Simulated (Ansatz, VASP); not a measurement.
One calculation of Co, two programs

```
Co
1.0
     2.37729    0.00000    0.00000
     0.00000    2.37729    0.00000
     0.00000    0.00000    2.37729
Co
1
Direct
  0.00000 0.00000 0.00000
```

Alike in both runs: task single point; functional BLYP; k mesh 15 × 15 × 15; occupations fermi-dirac, width 0.05 eV; collinear spin.

```csv
,VASP,Ansatz
version,VASP 6.6.1,Ansatz 0.2.0
potentials or method,"VASP PAW PBE potentials, release 64 (Co), cutoff 520 eV","plane waves (420 eV) with PAW, scalar-relativistic"
valence electrons in the cell,9,17
```

```tsv
	VASP	Ansatz	Ansatz less VASP
pressure (GPa)	-0.5	-0.2	+0.32
net moment per atom (μB)	1.85	1.86	+0.013
size of the moment on the site where the two differ most (μB)	1.86	1.88	+0.027
```

VASP's potentials were made for PBE, not for BLYP. Site moments also hang on the region over which each program counts them. The functional is the same, so the differences come from potentials, cutoffs and numerics. VASP's potentials hold 9 valence electrons a cell and Ansatz's 17, so a difference there can come from the potentials and not from the codes.
